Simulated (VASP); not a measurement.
# AlN in VASP: further runs, part 2 of 2

VASP 6.6.1. The steps go on from the part before.

### 4 Single point, PBE

The input, INCAR:

```
SYSTEM = AlN
PREC     = Accurate       ! precision mode
ENCUT    = 520            ! plane-wave cutoff, eV
EDIFF    = 1E-6           ! SCF threshold, eV
ISMEAR   = -1             ! smearing method
SIGMA    = 0.131          ! smearing width, eV
LREAL    = .False.        ! projectors in reciprocal space
LASPH    = .True.         ! aspherical terms in the spheres
NELM     = 60             ! most SCF steps
ALGO     = Normal         ! electronic algorithm
ISIF     = 2              ! what is computed and relaxed
LWAVE    = .False.        ! write WAVECAR
LCHARG   = .True.         ! write CHGCAR
GGA      = PE             ! functional
LELF     = .True.         ! ELF
LVHAR    = .True.       
NBANDS   = 41             ! bands
ISYM     = 0
```

The input, KPOINTS:

```
Automatic mesh
0
Gamma
  1 1 1
  0 0 0
```

The input, POSCAR:

```
AlN
1.0
    5.2253880000      0.0754520000     -0.0146810000
    0.0754520000      5.6076760000      0.1886370000
   -0.0146810000      0.1886370000      5.5019230000
Al N
7 7
Direct
    0.5416696853      0.7881923322      0.0969253869
    0.9804889728      0.5346232718      0.4793071129
    0.9179646931      0.0972162353      0.7804544085
    0.3908112061      0.2547428950      0.1889549461
    0.1346853990      0.6416548279     -0.0381031369
    0.4435927873      0.1503873778      0.6938529968
    0.9811057610     -0.0100558117      0.3527374905
    0.0694347764      0.8310776007      0.6554127323
    0.3244255293      0.5617856725      0.2189306043
    0.8629033630      0.7241259904      0.1949208177
    0.3183571898     -0.1450190629      0.7784116141
    0.6907580191      0.1080379895      0.0228422056
    0.1679993992      0.3245738636      0.8543554243
    0.7488481167      0.2611806527      0.4931929263
```

Potentials or basis: VASP PAW PBE potentials, release 64 (Al, N).

Launch:

```bash
cat potpaw_PBE.64/Al/POTCAR potpaw_PBE.64/N/POTCAR > POTCAR
mpirun -np 1 vasp_gam > vasp.out
```

OUTCAR:

```text
SYSTEM = AlN
   PREC = Accurate
   ENCUT = 520
   EDIFF = 1E-6
   ISMEAR = -1
   LREAL = .False.
   LASPH = .True.
   NELM = 60
   ISIF = 2
   GGA = PE
   ISYM = 0

 ion  position               nearest neighbor table
   1  0.542  0.788  0.097-  10 1.78   9 1.82  12 1.99  11 2.11   5 2.43   4 2.79   6 2.94   7 2.98
                             3 3.12   4 3.13   5 3.29   2 3.33
   2  0.980  0.535  0.479-  10 1.92  14 1.98   8 2.04   9 2.31  13 2.49   7 2.60   5 2.88   3 2.89
                             5 2.99   4 3.13   7 3.18   1 3.33   6 3.35
   3  0.918  0.097  0.780-  12 1.79   8 1.85  13 1.91  14 1.97  11 2.46   7 2.49   6 2.53   6 2.81
                             5 2.88   2 2.89   1 3.12   7 3.18
   4  0.391  0.255  0.189-   9 1.77  12 2.00  13 2.18  14 2.51   5 2.74   7 2.76   1 2.79   6 2.81
                             6 2.84   1 3.13   2 3.13
   5  0.135  0.642  0.962-   9 1.75  11 1.81  13 1.92   8 1.96  10 1.98   1 2.43   4 2.74   2 2.88
                             3 2.88   2 2.99   7 3.10   1 3.29
   6  0.444  0.150  0.694-  11 1.83  13 1.97  14 2.03  12 2.22   3 2.53   3 2.81   4 2.81   4 2.84
                             1 2.94   7 3.24   2 3.35
[... 208 lines left out ...]
  FORCE on cell =-STRESS in cart. coord.  units (eV):
  Direction    XX          YY          ZZ          XY          YZ          ZX
  --------------------------------------------------------------------------------------
  -------------------------------------------------------------------------------------
  Total        2.3754407      9.7282220     -0.4030655     -2.5908152     -5.3747153      3.8155806
  in kB       23.6389865     96.8095361     -4.0110709    -25.7822668    -53.4860011     37.9704109
  external PRESSURE =      38.8124839 kB  Pullay stress =       0.0000000 kB

 VOLUME and BASIS-vectors are now :
 -----------------------------------------------------------------------------
  energy-cutoff  :      520.00
  volume of cell :      161.00
      direct lattice vectors                 reciprocal lattice vectors
     5.225388000  0.075452000 -0.014681000     0.191412514 -0.002595655  0.000599747
     0.075452000  5.607676000  0.188637000    -0.002595655  0.178568100 -0.006129249
    -0.014681000  0.188637000  5.501923000     0.000599747 -0.006129249  0.181966379

 POSITION                                       TOTAL-FORCE (eV/Angst)
 -----------------------------------------------------------------------------------
      2.88848      4.47908      0.67401         0.979030      1.341703      0.408780
      5.15674      3.16239      2.72357         0.647895     -1.715825     -1.653342
      4.79260      0.76164      4.29886         0.270386      3.518526      1.742497
      2.05859      1.49365      1.08193         2.005961     -0.794013     -0.599962
      0.73808      3.78980      5.41135        -3.206121     -2.707366      0.818449
      2.31911      1.00768      3.83938         0.667143      1.923305      0.602500
      5.19617      5.69185      2.11307        -1.073862      2.124056     -3.006655
      0.41591      4.78929      3.76178        -1.319973     -1.992340     -1.329830
      1.73442      3.21609      1.30575         1.021907      0.297773      3.194614
      4.56078      4.16254      1.19637         0.945573     -0.578244      1.679002
      1.71662      4.96531      4.43937         2.931169      0.590460     -0.810803
      3.61729      0.66227      0.13592        -4.061223     -0.398077     -0.304527
      0.88981      1.99394      4.75936        -0.442312     -0.637223     -1.526180
      3.92549      1.61415      2.75178         0.634426     -0.972734      0.785458
 -----------------------------------------------------------------------------------
    total drift:                               -0.000101     -0.000480      0.000158

  FREE ENERGIE OF THE ION-ELECTRON SYSTEM (eV)
  ---------------------------------------------------
  free  energy   TOTEN  =       -92.6179439811 eV

  energy  without entropy=      -92.6176256329  energy(sigma->0) =      -92.61778481
```

stdout:

```text
POSCAR found type information on POSCAR AlN
 POSCAR found :  2 types and      14 ions
 scaLAPACK will be used
 LDA part: xc-table for (Slater+PW92), standard interpolation
 POSCAR, INCAR and KPOINTS ok, starting setup
 FFT: planning ... GRIDC
 FFT: planning ... GRID_SOFT
 FFT: planning ... GRID
 WAVECAR not read
 entering main loop
```

Wall time 36 s (1 thread of Intel Xeon 8259CL, shared host); peak memory 0.23 GiB.

Results:

| Property | Result |
| --- | --- |
| Free energy | -92.6179 eV |
| Pressure | 3.9 GPa |
| Largest force | 4.275 eV/Å |
| Band gap on the k mesh | 2.60 eV |

Forces on the atoms (eV/Å):
```
Al   0.979  1.342  0.409
Al   0.648 -1.716 -1.653
Al   0.270  3.519  1.742
Al   2.006 -0.794 -0.600
Al  -3.206 -2.707  0.818
Al   0.667  1.923  0.603
Al  -1.074  2.124 -3.007
N   -1.320 -1.992 -1.330
N    1.022  0.298  3.195
N    0.946 -0.578  1.679
N    2.931  0.590 -0.811
N   -4.061 -0.398 -0.305
N   -0.442 -0.637 -1.526
N    0.634 -0.973  0.785
```

Stress tensor (GPa, compression positive):
```
 2.36 -2.58  3.80
-2.58  9.68 -5.35
 3.80 -5.35 -0.40
```

Caveat: the k points lie up to 1.20 Å⁻¹ apart.

### 5 Single point, PBE

The input, INCAR:

```
SYSTEM = AlN
  PREC = Accurate
  ENCUT = 520
  EDIFF = 1E-6
  ISMEAR = -1
  SIGMA = 0.131
  LREAL = .False.
  LASPH = .True.
  NELM = 100
  ALGO = Normal
  ISIF = 2
  LWAVE = .False.
  LCHARG = .False.
  GGA = PE
  NBANDS = 41
  ISYM = 0
```

KPOINTS is that of step 4.

The input, POSCAR:

```
AlN
1.0
    5.2253880000      0.0754520000     -0.0146810000
    0.0754520000      5.6076760000      0.1886370000
   -0.0146810000      0.1886370000      5.5019230000
Al N
7 7
Direct
    0.4278187622      0.7119061619      0.2183618281
    1.0332174475      0.4789363213      0.4900044138
    0.9382040723      0.0259214914      0.7370839289
    0.4540263374      0.2369277553      0.1218886960
   -0.0044186928      0.5236991603     -0.0186114763
    0.4521575280      0.0912532603      0.7002766821
    0.9149070673      0.0502499336      0.2473856421
    0.1048364885      0.7295967468      0.7240557825
    0.2270531366      0.4452813365      0.2307814616
    0.8006473141      0.7131021941      0.2651627158
    0.3816089333     -0.2304658101      0.8352043058
    0.7460242643      0.1792373306     -0.0155266459
    0.1989247278      0.2670798694      0.7944006611
    0.7857250212      0.2118097512      0.4992552737
```

Potentials or basis: VASP PAW PBE potentials, release 64 (Al, N).

Launch:

```bash
cat potpaw_PBE.64/Al/POTCAR potpaw_PBE.64/N/POTCAR > POTCAR
mpirun -np 1 vasp_gam > vasp.out
```

OUTCAR:

```text
SYSTEM = AlN
   PREC = Accurate
   ENCUT = 520
   EDIFF = 1E-6
   ISMEAR = -1
   LREAL = .False.
   LASPH = .True.
   NELM = 100
   ISIF = 2
   GGA = PE
   ISYM = 0

 ion  position               nearest neighbor table
   1  0.428  0.712  0.218-   9 1.85  10 1.96  11 2.12   4 2.75   2 2.85   5 2.87   4 2.96   7 3.23
                             7 3.25
   2  0.033  0.479  0.490-   9 1.77  14 2.01   8 2.01  10 2.10  13 2.15   5 2.74   5 2.80   1 2.85
                             3 2.86   7 2.91   6 3.20   4 3.32
   3  0.938  0.026  0.737-  14 1.79   8 1.86  12 1.93  13 1.99   6 2.56   7 2.69   6 2.73   7 2.82
                             2 2.86   5 3.05   5 3.20
   4  0.454  0.237  0.122-  12 1.74   9 1.78  13 2.23   6 2.51   7 2.67   1 2.75   5 2.92   1 2.96
                             7 3.10   6 3.23   2 3.32   5 3.36
   5  0.996  0.524  0.981-   9 1.85   8 1.87  13 2.10  10 2.19  12 2.36   2 2.74   2 2.80   1 2.87
                             4 2.92   7 2.99   3 3.05   3 3.20   4 3.36
   6  0.452  0.091  0.700-  13 1.73  11 1.95  14 2.17  12 2.27   4 2.51   3 2.56   3 2.73   2 3.20
                             4 3.23
[... 209 lines left out ...]
  Direction    XX          YY          ZZ          XY          YZ          ZX
  --------------------------------------------------------------------------------------
  -------------------------------------------------------------------------------------
  Total       -3.7091998     -2.9034044     11.6543160     -7.7931747     -2.8205159     -7.2853995
  in kB      -36.9117719    -28.8929711    115.9768886    -77.5530852    -28.0681130    -72.5000053
  external PRESSURE =      16.7240485 kB  Pullay stress =       0.0000000 kB

 VOLUME and BASIS-vectors are now :
 -----------------------------------------------------------------------------
  energy-cutoff  :      520.00
  volume of cell :      161.00
      direct lattice vectors                 reciprocal lattice vectors
     5.225388000  0.075452000 -0.014681000     0.191412514 -0.002595655  0.000599747
     0.075452000  5.607676000  0.188637000    -0.002595655  0.178568100 -0.006129249
    -0.014681000  0.188637000  5.501923000     0.000599747 -0.006129249  0.181966379

 POSITION                                       TOTAL-FORCE (eV/Angst)
 -----------------------------------------------------------------------------------
      2.28603      4.06561      1.32942         1.763120      2.419142     -1.137870
      0.20252      2.78066      2.78582        -2.074554      0.944314      1.790046
      4.89362      0.35519      4.04649         1.675013      1.361778      1.528910
      2.38855      1.38586      0.70865        -2.493513     -0.933134      0.897973
      5.22740      3.19698      5.48370        -1.139010     -0.733266      0.507374
      2.35930      0.67793      3.86344         2.205688     -1.397638     -1.885523
      4.78090      0.39748      1.35714         0.230886     -3.063699      0.668228
      0.59223      4.23584      4.11979        -0.110173      0.660347     -0.595360
      1.21665      2.55766      1.35040         1.155403      0.719494      0.813370
      4.23361      4.10928      1.58167        -0.358797      0.605824     -0.560492
      2.03986      4.50164      4.73479         0.497020      0.885450      0.104690
      3.89734      1.24710      5.43935         0.426387     -0.546460     -0.732811
      1.04795      1.66256      4.41819        -1.097960     -0.895985     -0.306213
      4.11437      1.34122      2.77528        -0.679511     -0.026167     -1.092322
 -----------------------------------------------------------------------------------
    total drift:                                0.000163      0.000099     -0.000522

  FREE ENERGIE OF THE ION-ELECTRON SYSTEM (eV)
  ---------------------------------------------------
  free  energy   TOTEN  =       -92.1716844158 eV

  energy  without entropy=      -92.1716585752  energy(sigma->0) =      -92.17167150
```

OSZICAR:

```text
N       E                     dE             d eps       ncg     rms          rms(c)
DAV:   1     0.370481487128E+03    0.37048E+03   -0.29162E+04    82   0.127E+03
DAV:   2    -0.692818348505E+02   -0.43976E+03   -0.41436E+03   115   0.282E+02
DAV:   3    -0.107115781022E+03   -0.37834E+02   -0.37507E+02   100   0.890E+01
DAV:   4    -0.107937811449E+03   -0.82203E+00   -0.81991E+00   116   0.141E+01
DAV:   5    -0.107950159220E+03   -0.12348E-01   -0.12335E-01   108   0.173E+00    0.220E+01
DAV:   6    -0.924042813492E+02    0.15546E+02   -0.57234E+01    99   0.321E+01    0.841E+00
DAV:   7    -0.923025981247E+02    0.10168E+00   -0.27115E+00   100   0.792E+00    0.524E+00
DAV:   8    -0.921761564085E+02    0.12644E+00   -0.34836E-01   100   0.328E+00    0.150E+00
DAV:   9    -0.921700570852E+02    0.60993E-02   -0.59225E-02   108   0.149E+00    0.457E-01
DAV:  10    -0.921710939089E+02   -0.10368E-02   -0.16547E-02   100   0.648E-01    0.313E-01
DAV:  11    -0.921714627947E+02   -0.36889E-03   -0.22868E-03   100   0.308E-01    0.117E-01
DAV:  12    -0.921716599390E+02   -0.19714E-03   -0.63231E-04   100   0.145E-01    0.393E-02
DAV:  13    -0.921716773985E+02   -0.17459E-04   -0.95236E-05   108   0.490E-02    0.227E-02
DAV:  14    -0.921716823398E+02   -0.49413E-05   -0.17822E-05   100   0.265E-02    0.837E-03
DAV:  15    -0.921716842513E+02   -0.19115E-05   -0.56788E-06   108   0.125E-02    0.298E-03
DAV:  16    -0.921716844158E+02   -0.16445E-06   -0.65185E-07    68   0.507E-03
   1 F= -.92171684E+02 E0= -.92171671E+02  d E =-.258406E-04
```

Run time: 33 s. Hardware: 1 thread of Intel Xeon 8259CL, shared host; peak memory 0.23 GiB.

What came out:

```
Free energy            : -92.1717 eV
Pressure               : 1.7 GPa
Largest force          : 3.221 eV/Å
Band gap on the k mesh : 3.33 eV
```

Forces on the atoms (eV/Å):
```
Al   1.763  2.419 -1.138
Al  -2.075  0.944  1.790
Al   1.675  1.362  1.529
Al  -2.494 -0.933  0.898
Al  -1.139 -0.733  0.507
Al   2.206 -1.398 -1.886
Al   0.231 -3.064  0.668
N   -0.110  0.660 -0.595
N    1.155  0.719  0.813
N   -0.359  0.606 -0.560
N    0.497  0.885  0.105
N    0.426 -0.546 -0.733
N   -1.098 -0.896 -0.306
N   -0.680 -0.026 -1.092
```

Levels at points of the mesh, in eV from the valence-band top:
```
           k point  band 24  band 25  band 26  band 27  band 28  band 29  band 30  band 31  band 32  band 33
(0.00, 0.00, 0.00)    -1.15    -0.96    -0.86    -0.43     0.00     3.33     3.50     3.83     4.35     4.49
```

Caveat: the k points lie up to 1.20 Å⁻¹ apart.

### 6 Single point, PBE

The input, INCAR:

```
SYSTEM = AlN
PREC = Accurate ; ENCUT = 520
EDIFF = 1E-6 ; ISMEAR = -1
SIGMA = 0.05 ; LREAL = .FALSE.
LASPH = .TRUE. ; NELM = 100
ALGO = Normal ; ISIF = 2
LWAVE = .FALSE. ; LCHARG = .FALSE.
GGA = PE ; ISYM = 0
NBANDS = 41
```

The input, KPOINTS:

```
Automatic mesh
0
G
  1 1 1
  0 0 0
```

The input, POSCAR:

```
AlN
1.0
    5.2253880000      0.0754520000     -0.0146810000
    0.0754520000      5.6076760000      0.1886370000
   -0.0146810000      0.1886370000      5.5019230000
Al N
7 7
Direct
    0.4156698526      0.7648415964      0.1850751137
    0.0414104777      0.4953016635      0.5301624045
    0.9541279137      0.0804876253      0.7905798768
    0.4169969964      0.2629258421      0.0465487050
    0.9366531007      0.5442527906      1.0561837726
    0.4442998805      0.0494216940      0.5930270210
    0.8919987458      0.0331268359      0.2865628048
    0.0841417123      0.7433537755      0.7973314527
    0.2396186392      0.4629976561      0.2434752999
    0.7767656704      0.7261591555      0.2829625591
    0.3813800031      0.7859499309      0.8313456591
    0.7681634876      0.2329351131      1.0383958894
    0.2356622972      0.2659438751      0.7452446905
    0.7583006975      0.1791910030      0.5371353905
```

Potentials or basis: VASP PAW PBE potentials, release 64 (Al, N).

Launch:

```bash
cat potpaw_PBE.64/Al/POTCAR potpaw_PBE.64/N/POTCAR > POTCAR
mpirun -np 1 vasp_gam > vasp.out
```

Run time: 33 s. Hardware: 1 thread of Intel Xeon 8259CL, shared host; peak memory 0.23 GiB.

Results (log left out):

- Free energy: -95.7582 eV
- Pressure: -0.9 GPa
- Largest force: 1.870 eV/Å
- Band gap on the k mesh: 3.19 eV

Forces on the atoms (eV/Å):
```
Al   0.534 -0.869 -0.145
Al   0.132  0.629  0.317
Al  -0.169 -0.905  0.774
Al  -0.527  0.319 -0.551
Al   0.072 -0.440 -0.314
Al  -0.170 -0.487  0.072
Al   0.032 -0.824  0.730
N   -0.749  0.702 -0.537
N   -0.573  0.839  0.733
N   -0.421  0.670  0.693
N    0.301  0.256  0.221
N    1.194  0.917 -1.110
N   -0.193 -0.637  0.041
N    0.536 -0.169 -0.922
```

Stress tensor (GPa, compression positive):
```
-7.49 -2.95 -2.45
-2.95 -6.78  0.11
-2.45  0.11 11.64
```

Levels at points of the mesh, in eV from the valence-band top:
```
           k point  band 26  band 27  band 28  band 29  band 30  band 31
(0.00, 0.00, 0.00)    -0.68    -0.29     0.00     3.19     3.64     3.93
```

Caveat: the k points lie up to 1.20 Å⁻¹ apart.

### 7 The runs side by side

| smearing | gap on the mesh (eV) | pressure (GPa) | largest force (eV/Å) |
| --- | --- | --- | --- |
| fermi-dirac 0.2361 eV | 1.27 | 0.1 | 4.46 |
| fermi-dirac 0.131 eV | 3.33 | 1.7 | 3.22 |
| fermi-dirac 0.05 eV | 3.19 | -0.9 | 1.87 |

Some of these runs hold the atoms at other places in the same cell, which the table doesn't show; runs alike in all that it shows share one row.

Alike in all rows: task single point; level PBE; potentials or basis VASP PAW PBE potentials, release 64 (Al, N); no spin polarisation; cell as given; k mesh 1 × 1 × 1; cutoff (eV) 520.

Caveats: all runs use coarse meshes.

Absolute energies hang on the potentials; compare differences alone.
